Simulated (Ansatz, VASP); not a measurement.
## One calculation of ZnS, two programs

```xyz
2
Lattice="0.0000 2.6235 2.6641 2.6235 0.0000 2.6641 2.6235 2.6235 0.0000" Properties=species:S:1:pos:R:3 pbc="T T T"
Zn    0.0000    0.0000    0.0000
S     3.9353    3.9353    3.9961
```

Change from the starting cell: strain -0.030 along x and y, -0.015 along z, atoms carried along.

Alike in both runs: task single point; functional r2SCAN; k mesh 8 × 8 × 8; occupations gaussian, width 0.05 eV; no spin polarisation.

```csv
,VASP,Ansatz
version,VASP 6.6.1,Ansatz 0.2.0
potentials or method,"VASP PAW PBE potentials, release 64 (Zn, S), cutoff 520 eV","scalar-relativistic, plane waves, PAW"
valence electrons in the cell,18,18
```

VASP gave:

| Quantity | Value |
| --- | --- |
| gap on the k mesh at the Fermi level (eV) | 3.00 |
| least direct gap on the mesh (eV) | 3.00 |
| pressure (GPa) | 5.9 |
| traceless stress, the component that is largest in VASP (GPa) | -0.45 |

Q: Estimate Ansatz's values.

A: gap on the k mesh at the Fermi level (eV): 2.99; least direct gap on the mesh (eV): 2.99; pressure (GPa): 5.9; traceless stress, the component that is largest in VASP (GPa): -0.43.

VASP's potentials were made for PBE, not for r2SCAN.
